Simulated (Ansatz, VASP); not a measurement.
One calculation of SrO, two programs

```
CELL_PARAMETERS angstrom
0.00000 2.57989 2.62530
2.57989 0.00000 2.62530
2.57989 2.57989 0.00000
ATOMIC_POSITIONS crystal
Sr 0.00000 0.00000 0.00000
O 0.50000 0.50000 0.50000
```

Change from the starting cell: uniaxial_z strain +1.8%.

Alike in both runs: task single point; functional r2SCAN; k mesh 8 × 8 × 8; no spin polarisation.

```csv
,VASP,Ansatz
version,VASP 6.6.1,Ansatz 0.2.0
potentials or method,"VASP PAW PBE potentials, release 64 (Sr_sv, O)","plane waves, PAW"
plane-wave cutoff (eV),520,500
occupations,"gaussian, width 0.01 eV",fixed
valence electrons in the cell,16,16
```

```tsv
	VASP	Ansatz	Ansatz less VASP
gap on the k mesh at the Fermi level (eV)	3.72	3.77	+0.050
pressure (GPa)	-1.0	-1.5	-0.49
traceless stress, the component that is largest in VASP (GPa)	-1.44	-1.37	+0.072
```

VASP's potentials were made for PBE, not for r2SCAN.
